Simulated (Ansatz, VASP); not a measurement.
## MgB2 in VASP and in Ansatz

```
CELL_PARAMETERS angstrom
0.00000 2.64839 2.64839
2.64839 0.00000 2.64839
2.64839 2.64839 0.00000
ATOMIC_POSITIONS crystal
Mg 0.00000 0.00000 0.00000
B 0.25000 0.25000 0.25000
B 0.75000 0.75000 0.75000
```

Alike in both runs: task relaxation of cell and atoms; functional PBE; k mesh 16 × 16 × 16; occupations gaussian, width 0.1 eV; no spin polarisation.

|  | VASP | Ansatz |
| --- | --- | --- |
| version | VASP 6.6.1 | Ansatz 0.2.0 |
| potentials or method | VASP PAW PBE potentials, release 64 (Mg, B), cutoff 600 eV | scalar-relativistic, plane waves, PAW |
| valence electrons in the cell | 8 | 16 |

|  | VASP | Ansatz | Ansatz less VASP |
| --- | --- | --- | --- |
| gap on the k mesh at the Fermi level, each at its own relaxed structure (eV) | none | none | - |
| relaxed volume (Å³/atom) | 12.38 | 12.37 | -0.009 |
| relaxed cell length with the largest relative difference (Å) | 3.745 | 3.744 | -0.0009 |

A gap of «none» marks a metal or a gap that the smearing closes. VASP's potentials hold 8 valence electrons a cell and Ansatz's 16, so a difference there can come from the potentials and not from the codes.

Noted on VASP's run: the relaxation stopped at its first step, so nothing moved.
